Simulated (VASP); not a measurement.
A run of VASP 6.6.1 is set up as follows.

The input INCAR:

```
PREC = Accurate ; ENCUT = 500
EDIFF = 1E-6 ; ISMEAR = 0
SIGMA = 0.05 ; LREAL = F
LASPH = T ; NELM = 200
ALGO = Normal ; ISIF = 2
LWAVE = F ; LCHARG = F
ISPIN = 2 ; MAGMOM = 0.05 -0.05 0 0 0 0
LORBIT = 11 ; LMAXMIX = 4
GGA = PE ; IVDW = 13
NBANDS = 39 ; GGA_COMPAT = F
```

The input KPOINTS:

```
Automatic mesh
0
Gamma
  8 8 2
```

File POSCAR:

```
WSe2
1.0
    3.2888832917      0.0000000000      0.0000000000
   -1.6444416458      2.8482564807      0.0000000000
    0.0000000000      0.0000000000     12.9788012612
W Se
2 4
Direct
    0.3333333333      0.6666666667      0.2500000000
    0.6666666667      0.3333333333      0.7500000000
    0.3333333333      0.6666666667      0.6203128552
    0.6666666667      0.3333333333      0.1203128549
    0.3333333333      0.6666666667      0.8796871448
    0.6666666667      0.3333333333      0.3796871451
```

Potentials or basis: VASP PAW PBE potentials, release 64 (W_sv, Se).

Command:

```console
$ cat potpaw_PBE.64/W_sv/POTCAR potpaw_PBE.64/Se/POTCAR > POTCAR
$ mpirun -np 1 vasp_std > vasp.out
```

(1) What does it give for the largest force?

(2) Predict the pressure.

(3) Estimate the dispersion energy per atom.

(4) What does it give for the net moment?

Results:

(1) 0.047 eV/Å.

(2) -0.4 GPa.

(3) -0.488 eV.

(4) 0.00 μB per cell.

Caveat: spin-orbit coupling is left out, which moves the levels of the heavy elements.

**What was measured.**

From “Time-resolved XUV ARPES with tunable 24–33 eV laser pulses at 30 meV resolution”, 2019, pmc:6684652, for a bulk crystal of WSe2: band gap 1.3 eV (indirect).

Against the measured gap of WSe2, 1.3 eV (indirect; “Time-resolved XUV ARPES with tunable 24–33 eV laser pulses at 30 meV resolution”, 2019, pmc:6684652), the calculated 1.08 eV is off by -0.22 eV. Spin-orbit coupling on Se, W is left out. The value is that of PBE+D4 on a finite k mesh, which can miss the band edges, without temperature or zero-point motion. Semilocal functionals fall short of measured gaps as a rule.
